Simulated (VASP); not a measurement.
Write the native input for VASP 6.6.1 that does the following.

| Item | Value |
| --- | --- |
| Task | single point |
| Functional | LDA |
| Potentials or basis | VASP PAW LDA potentials, release 64 (Cd, Te) |
| Cutoff | 520 eV |
| k mesh | 6 × 6 × 6 |
| Occupations | gaussian, width 0.01 eV |
| Spin | no spin polarisation |
| Dipole correction | no |
| Further INCAR settings | ALGO = Normal; EDIFF = 1e-06; NBANDS = 16 |

The structure of CdTe lies in POSCAR:

```
CdTe
1.0
    0.0000000000      3.1631165877      3.1631165877
    3.1631165877      0.0000000000      3.1631165877
    3.1631165877      3.1631165877      0.0000000000
Cd Te
1 1
Direct
    0.0000000000      0.0000000000      0.0000000000
    0.7500000000      0.7500000000      0.7500000000
```

The input as run:

INCAR

```
SYSTEM = CdTe
  PREC = Accurate
  ENCUT = 520
  EDIFF = 1E-6
  ISMEAR = 0
  SIGMA = 0.01
  LREAL = .FALSE.
  LASPH = .TRUE.
  NELM = 60
  ALGO = Normal
  ISIF = 2
  LWAVE = .FALSE.
  LCHARG = .FALSE.
  NBANDS = 16
```

KPOINTS

```
Automatic mesh
0
G
  6 6 6
  0 0 0
```

Potentials or basis: VASP PAW LDA potentials, release 64 (Cd, Te).

Command:

```sh
$ cat potpaw_LDA.64/Cd/POTCAR potpaw_LDA.64/Te/POTCAR > POTCAR
$ mpirun -np 1 vasp_std > vasp.out
```

Results of the run:

```
Pressure               : 2.3 GPa
Band gap on the k mesh : 0.77 eV, direct
```

Caveat: spin-orbit coupling is left out, which moves the levels of the heavy elements.

Wall time 19 s on 1 thread of Intel Xeon 6975P-C (shared host), peak memory 0.17 GiB.
